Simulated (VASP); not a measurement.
# Na (P6/mmm) in VASP: a series of runs

The runs below take Na through single point, with PBE.

Everything below comes from runs of VASP 6.6.1. Logs are shortened: lines on timing, memory, paths and dates and some standing lists are left out, and cuts for length are marked.

## Step 1: The cell of the first run

Symmetry: P6/mmm, No. 191, hexagonal system. Conventional cell: a = 2.663 Å, b = 2.663 Å, c = 2.504 Å, α = 90.00°, β = 90.00°, γ = 120.00°. Within 3.3 Å of Na (site symmetry 6/mmm) lie 8 Na at 2.50 to 2.66 Å.

## Step 2: Single point, PBE

Contents of INCAR:

```
PREC = Accurate
ENCUT = 520
EDIFF = 1E-6
ISMEAR = -1
SIGMA = 0.08
LREAL = False
LASPH = True
NELM = 100
ALGO = Normal
ISIF = 2
LWAVE = False
LCHARG = False
GGA = PE
NBANDS = 10
```

Contents of KPOINTS:

```
Automatic mesh
0
Gamma
  13 13 12
```

Contents of POSCAR:

```
Na
1.0
    2.6633010907      0.0000000000      0.0000000000
   -1.3316505454      2.3064864025      0.0000000000
    0.0000000000      0.0000000000      2.5035030253
Na
1
Direct
    0.0000000000      0.0000000000      0.0000000000
```

Potentials or basis: VASP PAW PBE potentials, release 64 (Na_pv).

The run is started by

```
$ cat potpaw_PBE.64/Na_pv/POTCAR > POTCAR
$ mpirun -np 1 vasp_std > vasp.out
```

OUTCAR:

```text
PREC = Accurate
   ENCUT = 520
   EDIFF = 1E-6
   ISMEAR = -1
   LREAL = False
   LASPH = True
   NELM = 100
   ISIF = 2
   GGA = PE

 ion  position               nearest neighbor table
   1  0.000  0.000  0.000-

  LATTYP: Found a hexagonal cell.
 ALAT       =     2.6633010907
 C/A-ratio  =     0.9400000000

  Lattice vectors:

 A1 = (   2.6633010907,   0.0000000000,   0.0000000000)
 A2 = (  -1.3316505454,   2.3064864025,   0.0000000000)
 A3 = (   0.0000000000,   0.0000000000,   2.5035030253)

Analysis of symmetry for initial positions (statically):
=====================================================================
 Subroutine PRICEL returns:
 Original cell was already a primitive cell.

 Routine SETGRP: Setting up the symmetry group for a
 hexagonal supercell.

 Subroutine GETGRP returns: Found 24 space group operations
 (whereof 24 operations were pure point group operations)
 out of a pool of 24 trial point group operations.

The static configuration has the point symmetry D_6h.

Analysis of symmetry for dynamics (positions and initial velocities):
=====================================================================
 Subroutine PRICEL returns:
 Original cell was already a primitive cell.

 Routine SETGRP: Setting up the symmetry group for a
 hexagonal supercell.

 Subroutine GETGRP returns: Found 24 space group operations
 (whereof 24 operations were pure point group operations)
 out of a pool of 24 trial point group operations.

The dynamic configuration has the point symmetry D_6h.

 Subroutine INISYM returns: Found 24 space group operations
 (whereof 24 operations are pure point group operations),
 and found     1 'primitive' translations

----------------------------------------------------------------------------------------

                                     Primitive cell

  volume of cell :      15.3787

  direct lattice vectors                    reciprocal lattice vectors
     2.663301091  0.000000000  0.000000000     0.375473882  0.216779947  0.000000000
    -1.331650545  2.306486403  0.000000000     0.000000000  0.433559894  0.000000000
     0.000000000  0.000000000  2.503503025     0.000000000  0.000000000  0.399440300

  length of vectors
     2.663301091  2.663301091  2.503503025     0.433559894  0.433559894  0.399440300

  position of ions in fractional coordinates (direct lattice)
     0.000000000  0.000000000  0.000000000

  ion indices of the primitive-cell ions
   primitive index   ion index
                 1           1

----------------------------------------------------------------------------------------

 KPOINTS: Automatic mesh

Automatic generation of k-mesh.
 Grid dimensions read from file:
 generate k-points for:   13   13   12

 Generating k-lattice:

  Cartesian coordinates                     Fractional coordinates (reciprocal lattice)
     0.028882606  0.016675381  0.000000000     0.076923077  0.000000000  0.000000000
     0.000000000  0.033350761  0.000000000     0.000000000  0.076923077  0.000000000
     0.000000000  0.000000000  0.033286692     0.000000000  0.000000000  0.083333333

  Length of vectors
     0.033350761  0.033350761  0.033286692

  Shift w.r.t. Gamma in fractional coordinates (k-lattice)
     0.000000000  0.000000000  0.000000000

 Subroutine IBZKPT returns following result:
 ===========================================

 Found    147 irreducible k-points:

 Following reciprocal coordinates:
            Coordinates               Weight
  0.000000  0.000000  0.000000      1.000000
  0.076923 -0.000000  0.000000      6.000000
  0.153846  0.000000  0.000000      6.000000
  0.230769  0.000000  0.000000      6.000000
  0.307692  0.000000  0.000000      6.000000
  0.384615 -0.000000  0.000000      6.000000
[... 16 lines left out ...]
  0.076923 -0.000000  0.083333     12.000000
  0.153846  0.000000  0.083333     12.000000
 [... further k-points ...]
   k-points           NKPTS =    147   k-points in BZ     NKDIM =    147   number of bands    NBANDS=     10
   number of dos      NEDOS =    301   number of ions     NIONS =      1
   total plane-waves  NPLWV =   8000
   dimension x,y,z NGX =    20 NGY =   20 NGZ =   20
   dimension x,y,z NGXF=    40 NGYF=   40 NGZF=   40
   ions per type =               1
   NGX,Y,Z   is equivalent  to a cutoff of  12.48, 12.48, 13.28 a.u.
   NGXF,Y,Z  is equivalent  to a cutoff of  24.97, 24.97, 26.56 a.u.
 SYSTEM =  unknown system
   PREC   = accura    normal or accurate (medium, high low for compatibility)
   ISTART =      0    job   : 0-new  1-cont  2-samecut
   ICHARG =      2    charge: 1-file 2-atom 10-const
   ISPIN  =      1    spin polarized calculation?
   LNONCOLLINEAR =      F non collinear calculations
   LSORBIT =      F    spin-orbit coupling
   LASPH  =      T    aspherical Exc in radial PAW
   ENCUT  =  520.0 eV  38.22 Ry    6.18 a.u.   4.95  4.95  4.65*2*pi/ulx,y,z
   NELM   =    100;   NELMIN=  2; NELMDL= -5     # of ELM steps
   EDIFF  = 0.1E-05   stopping-criterion for ELM
   LREAL  =      F    real-space projection
   EDIFFG = 0.1E-04   stopping-criterion for IOM
   NSW    =      0    number of steps for IOM
   IBRION =     -1    ionic relax: 0-MD 1-quasi-New 2-CG
   NFREE  =      0    steps in history (QN), initial steepest desc. (CG)
   ISIF   =      2    stress and relaxation
   ISYM   =      2    0-nonsym 1-usesym 2-fastsym
   POTIM  = 0.5000    time-step for ionic-motion
   TEBEG  =    0.0;   TEEND  =   0.0 temperature during run
   PSTRESS=    0.0 pullay stress
   NELECT =       7.0000    total number of electrons
   NUPDOWN=      -1.0000    fix difference up-down
   EMIN   =  10.00;   EMAX   =-10.00  energy-range for DOS
   EFERMI =   0.00;   METHOD = LEGACY
   ISMEAR =    -1;   SIGMA  =   0.08  broadening in eV -4-tet -1-fermi 0-gaus
   EFERMI_NEDOS =   21; number of points for ismear=-14 and -15
   IALGO  =     38    algorithm
   IMIX   =      4    mixing-type and parameters
     AMIX     =   0.40;   BMIX     =  1.00
     AMIX_MAG =   1.60;   BMIX_MAG =  1.00
  volume/ion in A,a.u.               =      15.38       103.78
  Fermi-wavevector in a.u.,A,eV,Ry     =   1.259315  2.379760 21.577133  1.585875
  Thomas-Fermi vector in A             =   2.392881
   LORBIT       =      0    0 simple, 1 ext, 2 COOP (PROOUT), +10 PAW based schemes
   GGA     = PE    functional components
   LHFCALC =     F    Hartree Fock is set to
   AEXX    =    0.0000 exact exchange contribution
   IVDW    =     0    specifies the selected vdW correction
   LEPSILON=     F    determine dielectric tensor
   LRPA    =     F    only Hartree local field effects (RPA)
 non-spin polarized calculation
  energy-cutoff  :      520.00
  volume of cell :       15.38
 maximum number of plane-waves:       431
 NGX is ok and might be reduce to    20

 number of electron       6.9999994 magnetization

 Free energy of the ion-electron system (eV)
  ---------------------------------------------------
  ext. energy  EPLUGINS =         0.00000000
  ---------------------------------------------------
  free energy    TOTEN  =        -0.05558729 eV

  energy without entropy =       -0.04928009  energy(sigma->0) =       -0.05243369

 E-fermi :   4.7127     XC(G=0):  -9.3644

 val. band max:        4.6751469200   @ k =   0.3846   0.0769   0.1667
 cond. band min:       4.7301963977   @ k =   0.1538   0.0000   0.5000
 fundamental gap:      0.0550494777
 Fermi energy:         4.7127323178

 k-point     1 :       0.0000    0.0000    0.0000
  band No.  band energies     occupation
      1     -20.6702      2.00000
      2     -20.6702      2.00000
      3     -20.6281      2.00000
      4      -1.0164      2.00000
      5      17.8909      0.00000
      6      21.8578      0.00000
      7      21.8578      0.00000
      8      22.2678      0.00000
      9      23.9589      0.00000
     10      27.6770      0.00000

 k-point     2 :       0.0769   -0.0000    0.0000
  band No.  band energies     occupation
      1     -20.7079      2.00000
      2     -20.6776      2.00000
      3     -20.6243      2.00000
      4      -0.8304      2.00000
      5      17.8989      0.00000
      6      19.6504      0.00000
      7      21.6323      0.00000
      8      22.3441      0.00000
      9      25.7987      0.00000
     10      27.7498      0.00000

 k-point     3 :       0.1538    0.0000    0.0000
  band No.  band energies     occupation
      1     -20.8111      2.00000
      2     -20.6981      2.00000
      3     -20.6137      2.00000
      4      -0.2827      2.00000
      5      16.5876      0.00000
      6      18.1664      0.00000
      7      21.1228      0.00000
      8      22.5745      0.00000
      9      25.7009      0.00000
     10      29.4547      0.00000

 k-point     4 :       0.2308    0.0000    0.0000
  band No.  band energies     occupation
      1     -20.9533      2.00000
      2     -20.7270      2.00000
      3     -20.5986      2.00000
      4       0.5999      2.00000
      5      13.9139      0.00000
      6      18.1106      0.00000
      7      20.5711      0.00000
      8      22.9590      0.00000
      9      25.3047      0.00000
     10      31.2990      0.00000
[... 222 lines left out ...]
 k-point    22 :       0.0000    0.0000    0.0833
  band No.  band energies     occupation
      1     -20.6767      2.00000
      2     -20.6662      2.00000
      3     -20.6662      2.00000
      4      -0.8318      2.00000
      5      16.5517      0.00000
      6      22.0148      0.00000
      7      22.0148      0.00000
      8      23.5332      0.00000
      9      24.1234      0.00000
     10      27.6287      0.00000

 k-point    23 :       0.0769   -0.0000    0.0833
  band No.  band energies     occupation
      1     -20.7050      2.00000
      2     -20.6736      2.00000
      3     -20.6710      2.00000
      4      -0.6477      2.00000
      5      16.6360      0.00000
      6      19.7837      0.00000
      7      21.7791      0.00000
      8      23.3364      0.00000
      9      26.0262      0.00000
     10      27.9828      0.00000

 k-point    24 :       0.1538    0.0000    0.0833
  band No.  band energies     occupation
      1     -20.8068      2.00000
      2     -20.6940      2.00000
      3     -20.6597      2.00000
      4      -0.1051      2.00000
      5      16.5059      0.00000
      6      17.2940      0.00000
      7      21.2501      0.00000
      8      22.7729      0.00000
      9      26.7074      0.00000
     10      29.3707      0.00000

 [... further k-points ...]
[... 5 lines left out ...]
  --------------------------------------------------------------------------------------
  -------------------------------------------------------------------------------------
  Total        3.3995466      3.3995466      3.3092523     -0.0000000     -0.0000000      0.0000000
  in kB      354.1704295    354.1704295    344.7634205     -0.0000000     -0.0000000      0.0000000
  external PRESSURE =     351.0347598 kB  Pullay stress =       0.0000000 kB

 VOLUME and BASIS-vectors are now :
 -----------------------------------------------------------------------------
  energy-cutoff  :      520.00
  volume of cell :       15.38
      direct lattice vectors                 reciprocal lattice vectors
     2.663301091  0.000000000  0.000000000     0.375473882  0.216779947  0.000000000
    -1.331650545  2.306486403  0.000000000     0.000000000  0.433559894  0.000000000
     0.000000000  0.000000000  2.503503025     0.000000000  0.000000000  0.399440300

 POSITION                                       TOTAL-FORCE (eV/Angst)
 -----------------------------------------------------------------------------------
      0.00000      0.00000      0.00000         0.000000      0.000000      0.000000
 -----------------------------------------------------------------------------------
    total drift:                               -0.000000      0.000000      0.000000

  FREE ENERGIE OF THE ION-ELECTRON SYSTEM (eV)
  ---------------------------------------------------
  free  energy   TOTEN  =        -0.0555872875 eV

  energy  without entropy=       -0.0492800867  energy(sigma->0) =       -0.05243369
```

It took 10 s on 1 thread of Intel Xeon Platinum 8375C at 2.90GHz (Ice Lake), shared host; peak memory 0.13 GiB.

Results:

| Quantity | Value |
| --- | --- |
| Free energy | -0.0556 eV |
| Pressure | 35.1 GPa |

Levels at points of the mesh, in eV from the Fermi level:
```csv
k point,band 1,band 2,band 3,band 4,band 5,band 6,band 7,band 8,band 9
"(0.00, 0.00, 0.00)",-25.38,-25.38,-25.34,-5.73,13.18,17.15,17.15,17.56,19.25
"(0.00, 0.00, 0.50)",-26.04,-25.32,-25.32,-0.47,1.22,21.36,21.36,22.19,22.19
```

## Step 3: Single point, PBE

This run uses another cell than the first one, of 17.30 Å³/atom, 1.125 times its volume.

Contents of INCAR:

```
ALGO = Normal
EDIFF = 1E-6
ENCUT = 520
GGA = PE
ISIF = 2
ISMEAR = -1
LASPH = True
LCHARG = False
LREAL = False
LWAVE = False
NBANDS = 10
NELM = 100
PREC = Accurate
SIGMA = 0.08
```

Contents of KPOINTS:

```
k-points
0
Gamma
  13 13 12
```

Contents of POSCAR:

```
Na
1.0
    2.7735937748      0.0000000000      0.0000000000
   -1.3867968874      2.4020026688      0.0000000000
    0.0000000000      0.0000000000      2.5969014513
Na
1
Direct
    0.0000000000      0.0000000000      0.0000000000
```

Potentials or basis: VASP PAW PBE potentials, release 64 (Na_pv).

The run is started by

```
$ cat potpaw_PBE.64/Na_pv/POTCAR > POTCAR
$ mpirun -np 1 vasp_std > vasp.out
```

It took 13 s on 1 thread of Intel Xeon Platinum 8375C at 2.90GHz (Ice Lake), shared host; peak memory 0.14 GiB.

The run converged. Its results:

| Quantity | Value |
| --- | --- |
| Free energy | -0.4083 eV |
| Pressure | 24.4 GPa |

Stress tensor (GPa, compression positive):
```
24.65  0.00  0.00
 0.00 24.65  0.00
 0.00  0.00 23.98
```

Levels at points of the mesh, in eV from the Fermi level:
```
           k point  band 2  band 3  band 4  band 5  band 6  band 7
(0.00, 0.00, 0.00)  -25.20  -25.16   -5.34   12.59   16.16   16.16
(0.00, 0.00, 0.50)  -25.16  -25.16   -0.39    1.04   20.10   20.10
```

## Step 4: Single point, PBE

Contents of INCAR:

```
SYSTEM = Na
ALGO = Normal
EDIFF = 1E-7
ENCUT = 520
GGA = PE
ISIF = 2
ISMEAR = -1
LASPH = .True.
LCHARG = .False.
LREAL = .False.
LWAVE = .False.
NBANDS = 10
NELM = 60
PREC = Accurate
SIGMA = 0.08
```

Contents of KPOINTS:

```
k-points
0
Gamma
  13 13 12
  0 0 0
```

POSCAR is that of step 3.

The run is started by

```
$ cat potpaw_PBE.64/Na_pv/POTCAR > POTCAR
$ mpirun -np 1 vasp_std > vasp.out
```

Run time: 12 s. Hardware: 1 thread of Intel Xeon Platinum 8375C at 2.90GHz (Ice Lake), shared host; peak memory 0.13 GiB.

The run converged. Its results:

```
Free energy : -0.4083 eV
Pressure    : 24.4 GPa
```

Stress tensor (GPa, compression positive):
```
24.65  0.00  0.00
 0.00 24.65  0.00
 0.00  0.00 23.98
```

Levels at points of the mesh, in eV from the Fermi level:
```
           k point  band 1  band 2  band 3  band 4  band 5  band 6  band 7  band 8  band 9
(0.00, 0.00, 0.00)  -25.20  -25.20  -25.16   -5.34   12.59   16.16   16.16   16.37   18.07
(0.00, 0.00, 0.50)  -25.69  -25.16  -25.16   -0.39    1.04   20.10   20.10   20.83   20.83
```

[end of part 1 of 2]
